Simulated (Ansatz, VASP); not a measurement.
## Two plane-wave programs on Y5AlN6

```
CELL_PARAMETERS angstrom
3.58866 0.00000 0.00000
0.00000 5.07514 0.00000
0.00000 0.00000 10.76599
ATOMIC_POSITIONS crystal
Y 0.00000 0.00000 0.83333
Y 0.00000 0.00000 0.16667
Y 0.50000 0.50000 0.33333
Y 0.00000 0.00000 0.50000
Y 0.50000 0.50000 0.66667
Al 0.50000 0.50000 0.00000
N 0.00000 0.50000 0.83333
N 0.50000 0.00000 0.00000
N 0.00000 0.50000 0.16667
N 0.50000 0.00000 0.33333
N 0.00000 0.50000 0.50000
N 0.50000 0.00000 0.66667
```

Alike in both runs: task single point; functional PBE; k mesh 6 × 4 × 2; occupations gaussian, width 0.1 eV; no spin polarisation.

|  | VASP | Ansatz |
| --- | --- | --- |
| version | VASP 6.6.1 | Ansatz 0.2.0 |
| potentials or method | VASP PAW PBE potentials, release 64 (Y_sv, Al, N), cutoff 520 eV | scalar-relativistic, plane waves, PAW |
| valence electrons in the cell | 88 | 88 |

Ansatz gave:

- gap on the k mesh at the Fermi level (eV): 0.58
- least direct gap on the mesh (eV): 0.58
- pressure (GPa): -18.1
- traceless stress, the component that is largest in VASP (GPa): -1.07
- rms of the force components (eV/Å): 0.256

Q: Which values does VASP return?

A: gap on the k mesh at the Fermi level (eV): 0.58; least direct gap on the mesh (eV): 0.58; pressure (GPa): -18.1; traceless stress, the component that is largest in VASP (GPa): -1.07; rms of the force components (eV/Å): 0.255.

Atom by atom the forces differ by 0.001 eV/Å (rms over components).
